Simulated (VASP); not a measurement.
# Cs (Im-3m) in VASP: further runs, part 2 of 2

VASP 6.6.1. Earlier steps stand in the parts before.

### 5 Relaxation of cell and atoms, PBEsol

This run uses another cell than the first one, of 122.48 Å³/atom, 0.931 times its volume.

INCAR reads:

```
PREC = Accurate
ENCUT = 600
EDIFF = 1E-6
ISMEAR = -1
SIGMA = 0.05
LREAL = F
LASPH = T
NELM = 60
ALGO = Normal
ISIF = 3
LWAVE = F
LCHARG = F
GGA = PS
IBRION = 2
NSW = 80
EDIFFG = -0.02
```

KPOINTS reads:

```
Automatic mesh
0
Gamma
  6 6 6
```

POSCAR reads:

```
Cs
1.0
   -3.1284650614      3.1284650614      3.1284650614
    3.1284650614     -3.1284650614      3.1284650614
    3.1284650614      3.1284650614     -3.1284650614
Cs
1
Direct
    0.0000000000      0.0000000000      0.0000000000
```

Potentials or basis: VASP PAW PBE potentials, release 64 (Cs_sv).

Command:

```
$ cat potpaw_PBE.64/Cs_sv/POTCAR > POTCAR
$ mpirun -np 1 vasp_std > vasp.out
```

OUTCAR:

```text
PREC = Accurate
   ENCUT = 600
   EDIFF = 1E-6
   ISMEAR = -1
   LREAL = F
   LASPH = T
   NELM = 60
   ISIF = 3
   GGA = PS
   IBRION = 2
   NSW = 80
   EDIFFG = -0.02

 ion  position               nearest neighbor table
   1  0.000  0.000  0.000-

  LATTYP: Found a body centered cubic cell.
 ALAT       =     6.2569301228

  Lattice vectors:

 A1 = (  -3.1284650614,   3.1284650614,   3.1284650614)
 A2 = (   3.1284650614,  -3.1284650614,   3.1284650614)
 A3 = (   3.1284650614,   3.1284650614,  -3.1284650614)

Analysis of symmetry for initial positions (statically):
=====================================================================
 Subroutine PRICEL returns:
 Original cell was already a primitive cell.

 Routine SETGRP: Setting up the symmetry group for a
 body centered cubic supercell.

 Subroutine GETGRP returns: Found 48 space group operations
 (whereof 48 operations were pure point group operations)
 out of a pool of 48 trial point group operations.

The static configuration has the point symmetry O_h .

Analysis of symmetry for dynamics (positions and initial velocities):
[... 140 lines left out ...]

 number of electron       9.0000000 magnetization

 Free energy of the ion-electron system (eV)
  ---------------------------------------------------
  ext. energy  EPLUGINS =         0.00000000
  ---------------------------------------------------
  free energy    TOTEN  =        -0.92966768 eV

  energy without entropy =       -0.91168171  energy(sigma->0) =       -0.92067469

------------------------ aborting loop because EDIFF is reached ----------------------------------------

  FORCE on cell =-STRESS in cart. coord.  units (eV):
  Direction    XX          YY          ZZ          XY          YZ          ZX
  --------------------------------------------------------------------------------------
  -------------------------------------------------------------------------------------
  Total       -0.1497246     -0.1497246     -0.1497246      0.0000000      0.0000000     -0.0000000
  in kB       -1.9586178     -1.9586178     -1.9586178      0.0000000      0.0000000     -0.0000000
  external PRESSURE =      -1.9586178 kB  Pullay stress =       0.0000000 kB
[... 92 lines left out ...]
--------------------------------------- Ionic step        4  -------------------------------------------

 number of electron       9.0000000 magnetization

 Free energy of the ion-electron system (eV)
  ---------------------------------------------------
  ext. energy  EPLUGINS =         0.00000000
  ---------------------------------------------------
  free energy    TOTEN  =        -0.93867604 eV

  energy without entropy =       -0.92020785  energy(sigma->0) =       -0.92944195

 E-fermi :   0.5211     XC(G=0):  -5.6288

 val. band max:        0.4188806890   @ k =   0.1667   0.1667   0.1667
 cond. band min:       0.5257487221   @ k =   0.5000   0.0000   0.0000
 fundamental gap:      0.1068680331
 Fermi energy:         0.5211372688

 k-point     1 :       0.0000    0.0000    0.0000
  band No.  band energies     occupation
      1     -23.2943      2.00000
      2     -10.0040      2.00000
      3     -10.0040      2.00000
      4     -10.0040      2.00000
      5      -1.2257      2.00000
      6       3.0510      0.00000
      7       3.0510      0.00000
      8       3.0510      0.00000
[... 191 lines left out ...]
  FREE ENERGIE OF THE ION-ELECTRON SYSTEM (eV)
  ---------------------------------------------------
  free  energy   TOTEN  =        -0.9386760380 eV

  energy  without entropy=       -0.9202078545  energy(sigma->0) =       -0.92944195

 reached required accuracy - stopping structural energy minimisation
```

OSZICAR:

```text
N       E                     dE             d eps       ncg     rms          rms(c)
DAV:   1     0.578134905468E+02    0.57813E+02   -0.30552E+03   256   0.854E+02
DAV:   2     0.512010158517E+01   -0.52693E+02   -0.52345E+02   352   0.124E+02
DAV:   3    -0.833652699063E+00   -0.59538E+01   -0.59527E+01   256   0.499E+01
[... 29 lines left out ...]
DAV:   3    -0.938701537690E+00    0.14519E-01   -0.54393E-02   256   0.140E+00    0.975E-02
DAV:   4    -0.938673024119E+00    0.28514E-04   -0.22810E-04   280   0.139E-01    0.429E-02
DAV:   5    -0.938680596410E+00   -0.75723E-05   -0.47150E-05   320   0.489E-02    0.854E-03
DAV:   6    -0.938676158580E+00    0.44378E-05   -0.24435E-06   256   0.146E-02    0.984E-04
DAV:   7    -0.938676038021E+00    0.12056E-06   -0.16004E-07   152   0.332E-03
   4 F= -.93867604E+00 E0= -.92944195E+00  d E =-.900836E-02
```

CONTCAR:

```text
Cs
   1.00000000000000
    -3.0049726434908641    3.0049726434908641    3.0049726434908641
     3.0049726434908641   -3.0049726434908641    3.0049726434908641
     3.0049726434908641    3.0049726434908641   -3.0049726434908641
  Cs
     1
Direct
     0.0000000000000000    0.0000000000000000    0.0000000000000000

  0.00000000E+00  0.00000000E+00  0.00000000E+00
```

Run time: 27 s. Hardware: 1 thread of Intel Xeon 6975P-C (Granite Rapids), shared host; peak memory 0.33 GiB.

Results:

```yaml
Free_energy: -0.9387 eV
Relaxed_volume: 108.54 Å³/atom
Relaxed_cell: a = 5.205 Å, b = 5.205 Å, c = 5.205 Å, α = 109.47°, β = 109.47°, γ = 109.47°
Space_group_after_relaxing_to_0.05_Å: Im-3m (No. 229)
Energy_gained_by_relaxing: 9.0 meV/atom
Ionic_steps: 4
Pressure_after_relaxing: 0.0 GPa
```

The path:
| step | energy change (eV) | largest force (eV/Å) | pressure (GPa) | volume (Å³) |
| --- | --- | --- | --- | --- |
| 1 | 0.0000 | 0.0000 | -0.20 | 122.48 |
| 2 | -0.0030 | 0.0000 | -0.17 | 119.84 |
| 3 | -0.0084 | 0.0000 | -0.06 | 112.16 |
| 4 | -0.0090 | 0.0000 | 0.01 | 108.54 |

Final structure:
```yaml
crystal:
  lattice:
    - [-3.00497, 3.00497, 3.00497]
    - [3.00497, -3.00497, 3.00497]
    - [3.00497, 3.00497, -3.00497]
  atoms:
    - { symbol: Cs, position: [0.00000, 0.00000, 0.00000] }
```

Levels at points of the mesh, in eV from the Fermi level:
```
           k point  band 1  band 2  band 3  band 4  band 5  band 6  band 7  band 8
(0.00, 0.00, 0.00)  -23.82  -10.53  -10.53  -10.53   -1.75    2.53    2.53    2.53
(0.50, 0.00, 0.00)  -23.81  -10.69  -10.58  -10.53    0.00    0.94    1.64    3.29
(0.50, 0.50, 0.50)  -23.80  -10.64  -10.64  -10.64    0.60    0.60    3.15    3.15
```

Caveat: the PAW data sets were made with another functional, which shifts forces and pressure a little; spin-orbit coupling is left out, which moves the levels of the heavy elements.

### 6 Relaxation of cell and atoms, RPBE

This run uses another cell than the first one, of 122.48 Å³/atom, 0.931 times its volume.

INCAR reads:

```
SYSTEM = Cs
ALGO = Normal
EDIFF = 1E-6
EDIFFG = -0.02
ENCUT = 600
GGA = RP
IBRION = 2
ISIF = 3
ISMEAR = -1
LASPH = .TRUE.
LCHARG = .FALSE.
LREAL = .FALSE.
LWAVE = .FALSE.
NELM = 60
NSW = 80
PREC = Accurate
SIGMA = 0.05
```

KPOINTS reads:

```
k-points
0
G
  6 6 6
  0 0 0
```

POSCAR is that of step 5.

Potentials or basis: VASP PAW PBE potentials, release 64 (Cs_sv).

Command:

```
$ cat potpaw_PBE.64/Cs_sv/POTCAR > POTCAR
$ mpirun -np 1 vasp_std > vasp.out
```

OUTCAR:

```text
SYSTEM = Cs
   EDIFF = 1E-6
   EDIFFG = -0.02
   ENCUT = 600
   GGA = RP
   IBRION = 2
   ISIF = 3
   ISMEAR = -1
   LASPH = .TRUE.
   LREAL = .FALSE.
   NELM = 60
   NSW = 80
   PREC = Accurate

 ion  position               nearest neighbor table
   1  0.000  0.000  0.000-

  LATTYP: Found a body centered cubic cell.
 ALAT       =     6.2569301228

  Lattice vectors:

 A1 = (  -3.1284650614,   3.1284650614,   3.1284650614)
 A2 = (   3.1284650614,  -3.1284650614,   3.1284650614)
 A3 = (   3.1284650614,   3.1284650614,  -3.1284650614)

Analysis of symmetry for initial positions (statically):
=====================================================================
 Subroutine PRICEL returns:
 Original cell was already a primitive cell.

 Routine SETGRP: Setting up the symmetry group for a
 body centered cubic supercell.

 Subroutine GETGRP returns: Found 48 space group operations
 (whereof 48 operations were pure point group operations)
 out of a pool of 48 trial point group operations.

The static configuration has the point symmetry O_h .

Analysis of symmetry for dynamics (positions and initial velocities):
=====================================================================
 Subroutine PRICEL returns:
 Original cell was already a primitive cell.

 Routine SETGRP: Setting up the symmetry group for a
 body centered cubic supercell.

 Subroutine GETGRP returns: Found 48 space group operations
 (whereof 48 operations were pure point group operations)
 out of a pool of 48 trial point group operations.

The dynamic configuration has the point symmetry O_h .

 Subroutine INISYM returns: Found 48 space group operations
 (whereof 48 operations are pure point group operations),
 and found     1 'primitive' translations

----------------------------------------------------------------------------------------

                                     Primitive cell

[... 88 lines left out ...]
   TEBEG  =    0.0;   TEEND  =   0.0 temperature during run
   PSTRESS=    0.0 pullay stress
   NELECT =       9.0000    total number of electrons
   NUPDOWN=      -1.0000    fix difference up-down
   EMIN   =  10.00;   EMAX   =-10.00  energy-range for DOS
   EFERMI =   0.00;   METHOD = LEGACY
   ISMEAR =    -1;   SIGMA  =   0.05  broadening in eV -4-tet -1-fermi 0-gaus
   EFERMI_NEDOS =   21; number of points for ismear=-14 and -15
   IALGO  =     38    algorithm
   IMIX   =      4    mixing-type and parameters
     AMIX     =   0.40;   BMIX     =  1.00
     AMIX_MAG =   1.60;   BMIX_MAG =  1.00
  volume/ion in A,a.u.               =     122.48       826.51
  Fermi-wavevector in a.u.,A,eV,Ry     =   0.685706  1.295796  6.397353  0.470192
  Thomas-Fermi vector in A             =   1.765724
   LORBIT       =      0    0 simple, 1 ext, 2 COOP (PROOUT), +10 PAW based schemes
   GGA     = RP    functional components
   LHFCALC =     F    Hartree Fock is set to
   AEXX    =    0.0000 exact exchange contribution
   IVDW    =     0    specifies the selected vdW correction
   LEPSILON=     F    determine dielectric tensor
   LRPA    =     F    only Hartree local field effects (RPA)
 conjugate gradient relaxation of ions
 non-spin polarized calculation
  energy-cutoff  :      600.00
  volume of cell :      122.48
 maximum number of plane-waves:      4124
 NGX is ok and might be reduce to    48
   NGX = 21   NGY = 21   NGZ = 21

--------------------------------------- Ionic step        1  -------------------------------------------

 number of electron       9.0000000 magnetization

 Free energy of the ion-electron system (eV)
  ---------------------------------------------------
  ext. energy  EPLUGINS =         0.00000000
  ---------------------------------------------------
  free energy    TOTEN  =        -0.73117492 eV

  energy without entropy =       -0.71328065  energy(sigma->0) =       -0.72222778

------------------------ aborting loop because EDIFF is reached ----------------------------------------

  FORCE on cell =-STRESS in cart. coord.  units (eV):
  Direction    XX          YY          ZZ          XY          YZ          ZX
  --------------------------------------------------------------------------------------
  -------------------------------------------------------------------------------------
  Total        0.1104088      0.1104088      0.1104088      0.0000000      0.0000000     -0.0000000
  in kB        1.4443101      1.4443101      1.4443101      0.0000000      0.0000000     -0.0000000
  external PRESSURE =       1.4443101 kB  Pullay stress =       0.0000000 kB
[... 57 lines left out ...]
--------------------------------------- Ionic step        3  -------------------------------------------

 number of electron       9.0000000 magnetization

 Free energy of the ion-electron system (eV)
  ---------------------------------------------------
  ext. energy  EPLUGINS =         0.00000000
  ---------------------------------------------------
  free energy    TOTEN  =        -0.73507379 eV

  energy without entropy =       -0.71745137  energy(sigma->0) =       -0.72626258

 E-fermi :   0.2992     XC(G=0):  -4.9697

 val. band max:        0.1633840123   @ k =   0.1667   0.1667   0.1667
 cond. band min:       0.3139521788   @ k =   0.3333   0.1667   0.0000
 fundamental gap:      0.1505681666
 Fermi energy:         0.2991525943

 k-point     1 :       0.0000    0.0000    0.0000
  band No.  band energies     occupation
      1     -23.7003      2.00000
      2     -10.4745      2.00000
      3     -10.4745      2.00000
      4     -10.4745      2.00000
      5      -1.2529      2.00000
      6       2.7395      0.00000
      7       2.7395      0.00000
      8       2.7395      0.00000
[... 191 lines left out ...]
  FREE ENERGIE OF THE ION-ELECTRON SYSTEM (eV)
  ---------------------------------------------------
  free  energy   TOTEN  =        -0.7350737920 eV

  energy  without entropy=       -0.7174513689  energy(sigma->0) =       -0.72626258

 reached required accuracy - stopping structural energy minimisation
```

OSZICAR:

```text
N       E                     dE             d eps       ncg     rms          rms(c)
DAV:   1     0.584347188216E+02    0.58435E+02   -0.30608E+03   256   0.854E+02
DAV:   2     0.530486839094E+01   -0.53130E+02   -0.52782E+02   352   0.125E+02
DAV:   3    -0.630155553880E+00   -0.59350E+01   -0.59339E+01   256   0.499E+01
[... 20 lines left out ...]
DAV:   3    -0.735109701368E+00    0.30483E-01   -0.11104E-01   256   0.203E+00    0.139E-01
DAV:   4    -0.735081032821E+00    0.28669E-04   -0.46979E-04   288   0.190E-01    0.626E-02
DAV:   5    -0.735067264656E+00    0.13768E-04   -0.14318E-04   328   0.884E-02    0.121E-02
DAV:   6    -0.735073586563E+00   -0.63219E-05   -0.77101E-06   296   0.255E-02    0.159E-03
DAV:   7    -0.735073791960E+00   -0.20540E-06   -0.71403E-07   168   0.671E-03
   3 F= -.73507379E+00 E0= -.72626258E+00  d E =-.389888E-02
```

It took 22 s on 1 thread of Intel Xeon 6975P-C (Granite Rapids), shared host; peak memory 0.32 GiB.

What came out:

```
Free energy                            : -0.7351 eV
Relaxed volume                         : 130.47 Å³/atom
Relaxed cell                           : a = 5.534 Å, b = 5.534 Å, c = 5.534 Å, α = 109.47°, β = 109.47°, γ = 109.47°
Space group after relaxing (to 0.05 Å) : Im-3m (No. 229)
Energy gained by relaxing              : 3.9 meV/atom
Ionic steps                            : 3
Pressure after relaxing                : 0.0 GPa
```

The path:
| step | energy change (eV) | largest force (eV/Å) | pressure (GPa) | volume (Å³) |
| --- | --- | --- | --- | --- |
| 1 | 0.0000 | 0.0000 | 0.14 | 122.48 |
| 2 | -0.0015 | 0.0000 | 0.11 | 124.44 |
| 3 | -0.0039 | 0.0000 | 0.02 | 130.47 |

Final structure:
```
Cs
1.0
    -3.19512    3.19512    3.19512
     3.19512   -3.19512    3.19512
     3.19512    3.19512   -3.19512
Cs
1
Direct
  0.00000 0.00000 0.00000
```

Caveat: the PAW data sets were made with another functional, which shifts forces and pressure a little; spin-orbit coupling is left out, which moves the levels of the heavy elements.

### 7 The runs side by side

| task | level | potentials or basis | cell | cutoff (eV) | gap on the mesh (eV) | pressure (GPa) | relaxed volume (Å³/atom) |
| --- | --- | --- | --- | --- | --- | --- | --- |
| single point | RPBE | VASP PAW PBE potentials, release 64 (Cs_sv) | a = 5.550 Å, angles 109.5°, 1 atom | 520 | none | 0.0 | - |
| relaxation of cell and atoms | LDA | VASP PAW LDA potentials, release 64 (Cs_sv) | relaxed from a = 5.419 Å, angles 109.5°, 1 atom | 600 | none | 0.0 | 97.08 |
| relaxation of cell and atoms | PBE | VASP PAW PBE potentials, release 64 (Cs_sv) | relaxed from a = 5.419 Å, angles 109.5°, 1 atom | 600 | none | 0.0 | 118.33 |
| relaxation of cell and atoms | PBEsol | VASP PAW PBE potentials, release 64 (Cs_sv) | relaxed from a = 5.419 Å, angles 109.5°, 1 atom | 600 | none | 0.0 | 108.54 |
| relaxation of cell and atoms | RPBE | VASP PAW PBE potentials, release 64 (Cs_sv) | relaxed from a = 5.419 Å, angles 109.5°, 1 atom | 600 | none | 0.0 | 130.47 |

Alike in all rows: no spin polarisation; k mesh 6 × 6 × 6; smearing fermi-dirac 0.05 eV.

Caveats: spin-orbit coupling is left out, which moves the levels of the heavy elements; the PAW data sets were made with another functional, which shifts forces and pressure a little (some runs); the volume moved by over 15 % at a fixed basis, so the end points are rough (some runs).

Absolute energies hang on the potentials; compare differences alone.
